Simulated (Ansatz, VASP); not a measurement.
One calculation of ZnS, two programs

File INCAR:

```
SYSTEM = ZnS
PREC     = Accurate       ! precision mode
ENCUT    = 520            ! plane-wave cutoff, eV
EDIFF    = 1E-6           ! SCF threshold, eV
ISMEAR   = 0              ! smearing method
SIGMA    = 0.02           ! smearing width, eV
LREAL    = .FALSE.        ! projectors in reciprocal space
LASPH    = .TRUE.         ! aspherical terms in the spheres
NELM     = 100            ! most SCF steps
ALGO     = Normal         ! electronic algorithm
ISIF     = 2              ! what is computed and relaxed
LWAVE    = .FALSE.        ! write WAVECAR
LCHARG   = .FALSE.        ! write CHGCAR
GGA      = PE             ! functional
NBANDS   = 16             ! bands
```

The input KPOINTS:

```
Automatic mesh
0
G
  10 10 10
  0 0 0
```

POSCAR

```
ZnS
1.0
    0.0000000000      2.6372569280      2.6372569280
    2.6372569280      0.0000000000      2.6372569280
    2.6372569280      2.6372569280      0.0000000000
Zn S
1 1
Direct
    0.2500000000      0.2500000000      0.2500000000
    0.0000000000      0.0000000000      0.0000000000
```

Input for Ansatz:

```yaml
crystal:
  lattice:
    - [0.0, 2.637256928, 2.637256928]
    - [2.637256928, 0.0, 2.637256928]
    - [2.637256928, 2.637256928, 0.0]
  atoms:
    - { symbol: Zn, position: [0.25, 0.25, 0.25] }
    - { symbol: S, position: [0.0, 0.0, 0.0] }
basis:
  ecutwfc: 420
kpoints:
  mp_grid: { grid: [10, 10, 10] }
hamiltonian:
  xc: pbe
scf:
  occupations: { method: gaussian, width: 0.02 }
output:
  forces: true
  stress: true
  eigenvalues: true
```

Alike in both runs: task single point; functional PBE; k mesh 10 × 10 × 10; occupations gaussian, width 0.02 eV; no spin polarisation.

|  | VASP | Ansatz |
| --- | --- | --- |
| version | VASP 6.6.1 | Ansatz 0.2.0 |
| potentials or method | VASP PAW PBE potentials, release 64 (Zn, S), cutoff 520 eV | scalar-relativistic, plane waves, PAW |
| valence electrons in the cell | 18 | 18 |

Ansatz gave:

- gap on the k mesh at the Fermi level (eV): 2.43
- least direct gap on the mesh (eV): 2.43
- pressure (GPa): 8.1

Which values does VASP return?

gap on the k mesh at the Fermi level (eV): 2.44; least direct gap on the mesh (eV): 2.44; pressure (GPa): 8.3.
